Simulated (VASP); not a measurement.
# Rh (Fm-3m) in VASP: a series of runs

The runs below take Rh through single point, with PBE.

Everything below comes from runs of VASP 6.6.1. Logs are shortened: lines on timing, memory, paths and dates and some standing lists are left out, and cuts for length are marked.

## 1. The cell of the first run

Symmetry: Fm-3m, No. 225, cubic system. The conventional cell has a = 3.832 Å, b = 3.832 Å, c = 3.832 Å, α = 90.00°, β = 90.00°, γ = 90.00°. Within 3.6 Å of Rh (site symmetry m-3m) lie 12 Rh at 2.71 Å.

## 2. Single point, PBE

File INCAR:

```
SYSTEM = Rh
PREC = Accurate ; ENCUT = 500
EDIFF = 1E-6 ; ISMEAR = -1
SIGMA = 0.1 ; LREAL = .False.
LASPH = .True. ; NELM = 120
ALGO = Normal ; ISIF = 2
LWAVE = .False. ; LCHARG = .False.
GGA = PE ; NBANDS = 14
GGA_COMPAT = .False.
```

File KPOINTS:

```
regular mesh
0
Gamma
  9 9 9
  0 0 0
```

File POSCAR:

```
Rh
1.0
    0.0000000000      1.9161883175      1.9161883175
    1.9161883175      0.0000000000      1.9161883175
    1.9161883175      1.9161883175      0.0000000000
Rh
1
Direct
    0.0000000000      0.0000000000      0.0000000000
```

Potentials or basis: VASP PAW PBE potentials, release 64 (Rh_pv).

The run is started by

```bash
$ cat potpaw_PBE.64/Rh_pv/POTCAR > POTCAR
$ mpirun -np 1 vasp_std > vasp.out
```

OUTCAR:

```text
SYSTEM = Rh
   PREC = Accurate
   ENCUT = 500
   EDIFF = 1E-6
   ISMEAR = -1
   LREAL = .False.
   LASPH = .True.
   NELM = 120
   ISIF = 2
   GGA = PE

 ion  position               nearest neighbor table
   1  0.000  0.000  0.000-

  LATTYP: Found a face centered cubic cell.
 ALAT       =     3.8323766350

  Lattice vectors:

 A1 = (   0.0000000000,   1.9161883175,   1.9161883175)
 A2 = (   1.9161883175,   0.0000000000,   1.9161883175)
 A3 = (   1.9161883175,   1.9161883175,   0.0000000000)

Analysis of symmetry for initial positions (statically):
=====================================================================
 Subroutine PRICEL returns:
 Original cell was already a primitive cell.

 Routine SETGRP: Setting up the symmetry group for a
 face centered cubic supercell.

 Subroutine GETGRP returns: Found 48 space group operations
 (whereof 48 operations were pure point group operations)
 out of a pool of 48 trial point group operations.

The static configuration has the point symmetry O_h .

Analysis of symmetry for dynamics (positions and initial velocities):
=====================================================================
 Subroutine PRICEL returns:
 Original cell was already a primitive cell.

 Routine SETGRP: Setting up the symmetry group for a
 face centered cubic supercell.

 Subroutine GETGRP returns: Found 48 space group operations
 (whereof 48 operations were pure point group operations)
 out of a pool of 48 trial point group operations.

The dynamic configuration has the point symmetry O_h .

 Subroutine INISYM returns: Found 48 space group operations
 (whereof 48 operations are pure point group operations),
 and found     1 'primitive' translations

----------------------------------------------------------------------------------------

                                     Primitive cell

  volume of cell :      14.0716

  direct lattice vectors                    reciprocal lattice vectors
     0.000000000  1.916188318  1.916188318    -0.260934688  0.260934688  0.260934688
     1.916188318  0.000000000  1.916188318     0.260934688 -0.260934688  0.260934688
     1.916188318  1.916188318  0.000000000     0.260934688  0.260934688 -0.260934688

  length of vectors
     2.709899507  2.709899507  2.709899507     0.451952136  0.451952136  0.451952136

  position of ions in fractional coordinates (direct lattice)
     0.000000000  0.000000000  0.000000000

  ion indices of the primitive-cell ions
   primitive index   ion index
                 1           1

[... 77 lines left out ...]
   ISIF   =      2    stress and relaxation
   ISYM   =      2    0-nonsym 1-usesym 2-fastsym
   POTIM  = 0.5000    time-step for ionic-motion
   TEBEG  =    0.0;   TEEND  =   0.0 temperature during run
   PSTRESS=    0.0 pullay stress
   NELECT =      15.0000    total number of electrons
   NUPDOWN=      -1.0000    fix difference up-down
   EMIN   =  10.00;   EMAX   =-10.00  energy-range for DOS
   EFERMI =   0.00;   METHOD = LEGACY
   ISMEAR =    -1;   SIGMA  =   0.10  broadening in eV -4-tet -1-fermi 0-gaus
   EFERMI_NEDOS =   21; number of points for ismear=-14 and -15
   IALGO  =     38    algorithm
   IMIX   =      4    mixing-type and parameters
     AMIX     =   0.40;   BMIX     =  1.00
     AMIX_MAG =   1.60;   BMIX_MAG =  1.00
  volume/ion in A,a.u.               =      14.07        94.96
  Fermi-wavevector in a.u.,A,eV,Ry     =   1.672337  3.160258 38.051552  2.796710
  Thomas-Fermi vector in A             =   2.757502
   LORBIT       =      0    0 simple, 1 ext, 2 COOP (PROOUT), +10 PAW based schemes
   GGA     = PE    functional components
   LHFCALC =     F    Hartree Fock is set to
   AEXX    =    0.0000 exact exchange contribution
   IVDW    =     0    specifies the selected vdW correction
   LEPSILON=     F    determine dielectric tensor
   LRPA    =     F    only Hartree local field effects (RPA)
 non-spin polarized calculation
  energy-cutoff  :      500.00
  volume of cell :       14.07
 maximum number of plane-waves:       365
   NGX =  9   NGY =  9   NGZ =  9

 number of electron      15.0000003 magnetization

 Free energy of the ion-electron system (eV)
  ---------------------------------------------------
  ext. energy  EPLUGINS =         0.00000000
  ---------------------------------------------------
  free energy    TOTEN  =        -7.27160640 eV

  energy without entropy =       -7.22740905  energy(sigma->0) =       -7.24950773

 E-fermi :  11.4224     XC(G=0): -13.8831

 val. band max:       11.3656509275   @ k =   0.3333   0.2222   0.0000
 cond. band min:      11.4233214136   @ k =  -0.3333   0.3333   0.0000
 fundamental gap:      0.0576704861
 Fermi energy:        11.4223720046

 k-point     1 :       0.0000    0.0000    0.0000
  band No.  band energies     occupation
      1     -34.8617      2.00000
      2     -34.8617      2.00000
      3     -34.8617      2.00000
      4       3.6944      2.00000
      5       8.5140      2.00000
      6       8.5140      2.00000
      7       8.5140      2.00000
      8      10.5178      1.99976
      9      10.5178      1.99976
     10      27.4994      0.00000
     11      32.0679      0.00000
     12      32.8184      0.00000
     13      32.8184      0.00000
     14      32.8184      0.00000
[... 377 lines left out ...]
      1     -35.4794      2.00000
      2     -35.1027      2.00000
      3     -35.1027      2.00000
      4       5.4657      2.00000
      5       5.8121      2.00000
      6      11.9416      0.01106
      7      12.2404      0.00056
      8      12.2404      0.00056
      9      14.0685      0.00000
     10      24.2536      0.00000
     11      25.0286      0.00000
     12      25.0286      0.00000
     13      32.0582      0.00000
     14      34.0092      0.00000

 [... further k-points ...]
[... 5 lines left out ...]
  --------------------------------------------------------------------------------------
  -------------------------------------------------------------------------------------
  Total        0.0210349      0.0210349      0.0210349     -0.0000000      0.0000000      0.0000000
  in kB        2.3950012      2.3950012      2.3950012     -0.0000000      0.0000000      0.0000000
  external PRESSURE =       2.3950012 kB  Pullay stress =       0.0000000 kB

 VOLUME and BASIS-vectors are now :
 -----------------------------------------------------------------------------
  energy-cutoff  :      500.00
  volume of cell :       14.07
      direct lattice vectors                 reciprocal lattice vectors
     0.000000000  1.916188318  1.916188318    -0.260934688  0.260934688  0.260934688
     1.916188318  0.000000000  1.916188318     0.260934688 -0.260934688  0.260934688
     1.916188318  1.916188318  0.000000000     0.260934688  0.260934688 -0.260934688

 POSITION                                       TOTAL-FORCE (eV/Angst)
 -----------------------------------------------------------------------------------
      0.00000      0.00000      0.00000         0.000000      0.000000      0.000000
 -----------------------------------------------------------------------------------
    total drift:                                0.000000      0.000000      0.000000

  FREE ENERGIE OF THE ION-ELECTRON SYSTEM (eV)
  ---------------------------------------------------
  free  energy   TOTEN  =        -7.2716064042 eV

  energy  without entropy=       -7.2274090473  energy(sigma->0) =       -7.24950773
```

OSZICAR:

```text
N       E                     dE             d eps       ncg     rms          rms(c)
DAV:   1     0.122896301617E+03    0.12290E+03   -0.86941E+03   980   0.112E+03
DAV:   2    -0.613229711791E+01   -0.12903E+03   -0.12406E+03  1100   0.342E+02
DAV:   3    -0.777784812472E+01   -0.16456E+01   -0.16433E+01  1148   0.422E+01
DAV:   4    -0.778405484306E+01   -0.62067E-02   -0.62065E-02  1166   0.270E+00
DAV:   5    -0.778411046405E+01   -0.55621E-04   -0.55619E-04  1118   0.224E-01    0.956E+00
DAV:   6    -0.728814064267E+01    0.49597E+00   -0.83130E-01  1058   0.127E+01    0.329E+00
DAV:   7    -0.727498015195E+01    0.13160E-01   -0.18311E-02  1112   0.141E+00    0.162E+00
DAV:   8    -0.727170450618E+01    0.32756E-02   -0.30155E-03  1070   0.733E-01    0.153E-01
DAV:   9    -0.727160707184E+01    0.97434E-04   -0.82252E-05  1058   0.125E-01    0.128E-02
DAV:  10    -0.727160640416E+01    0.66767E-06   -0.36620E-06  1154   0.240E-02
   1 F= -.72716064E+01 E0= -.72495077E+01  d E =-.441974E-01
```

Run time: 5.1 s. Hardware: 1 thread of Intel Xeon Platinum 8375C at 2.90GHz (Ice Lake), shared host; peak memory 0.12 GiB.

What came out:

| Quantity | Value |
| --- | --- |
| Free energy | -7.2716 eV |
| Pressure | 0.2 GPa |

Levels at points of the mesh, in eV from the Fermi level:
```csv
k point,band 6,band 7,band 8,band 9,band 10,band 11
"(0.00, 0.00, 0.00)",-2.91,-2.91,-0.90,-0.90,16.08,20.65
```

## 3. Single point, PBE

This run uses another cell than the first one, of 13.96 Å³/atom, 0.992 times its volume.

File INCAR:

```
PREC     = Accurate       # precision mode
ENCUT    = 500            # plane-wave cutoff, eV
EDIFF    = 1E-6           # SCF threshold, eV
ISMEAR   = -1             # smearing method
SIGMA    = 0.1            # smearing width, eV
LREAL    = False          # projectors in reciprocal space
LASPH    = True           # aspherical terms in the spheres
NELM     = 120            # most SCF steps
ALGO     = Normal         # electronic algorithm
ISIF     = 2              # what is computed and relaxed
LWAVE    = False          # write WAVECAR
LCHARG   = False          # write CHGCAR
GGA      = PE             # functional
NBANDS   = 14             # bands
GGA_COMPAT= False
```

File KPOINTS:

```
regular mesh
0
Gamma
  9 9 9
```

File POSCAR:

```
Rh
1.0
    0.0000000000      1.9112868087      1.9112868087
    1.9112868087      0.0000000000      1.9112868087
    1.9112868087      1.9112868087      0.0000000000
Rh
1
Direct
    0.0000000000      0.0000000000      0.0000000000
```

Potentials or basis: VASP PAW PBE potentials, release 64 (Rh_pv).

The run is started by

```bash
$ cat potpaw_PBE.64/Rh_pv/POTCAR > POTCAR
$ mpirun -np 1 vasp_std > vasp.out
```

Run time: 7.1 s. Hardware: 1 thread of Intel Xeon Platinum 8375C at 2.90GHz (Ice Lake), shared host; peak memory 0.12 GiB.

Results (log left out):

- Free energy: -7.2708 eV
- Pressure: 2.2 GPa

Levels at points of the mesh, in eV from the Fermi level:
```csv
k point,band 5,band 6,band 7,band 8,band 9,band 10,band 11,band 12
"(0.00, 0.00, 0.00)",-2.94,-2.94,-2.94,-0.91,-0.91,16.07,20.62,21.44
```

## 4. Single point, PBE

This run uses another cell than the first one, of 13.81 Å³/atom, 0.981 times its volume.

File INCAR:

```
PREC = Accurate ; ENCUT = 500
EDIFF = 1E-6 ; ISMEAR = -1
SIGMA = 0.1 ; LREAL = False
LASPH = True ; NELM = 120
ALGO = Normal ; ISIF = 2
LWAVE = False ; LCHARG = False
GGA = PE ; NBANDS = 14
GGA_COMPAT = False
```

KPOINTS is that of step 3.

File POSCAR:

```
Rh
1.0
    0.0000000000      1.9042733062      1.9042733062
    1.9042733062      0.0000000000      1.9042733062
    1.9042733062      1.9042733062      0.0000000000
Rh
1
Direct
    0.0000000000      0.0000000000      0.0000000000
```

The run is started by

```bash
$ cat potpaw_PBE.64/Rh_pv/POTCAR > POTCAR
$ mpirun -np 1 vasp_std > vasp.out
```

Wall time 6.2 s (1 thread of Intel Xeon Platinum 8375C at 2.90GHz (Ice Lake), shared host); peak memory 0.13 GiB.

It converged, with:

```
Free energy : -7.2674 eV
Pressure    : 5.2 GPa
```

Levels at points of the mesh, in eV from the Fermi level:
| k point | band 6 | band 7 | band 8 | band 9 | band 10 | band 11 |
| --- | --- | --- | --- | --- | --- | --- |
| (0.00, 0.00, 0.00) | -2.99 | -2.99 | -0.93 | -0.93 | 16.07 | 20.59 |

(Part 1 of 2 ends here.)
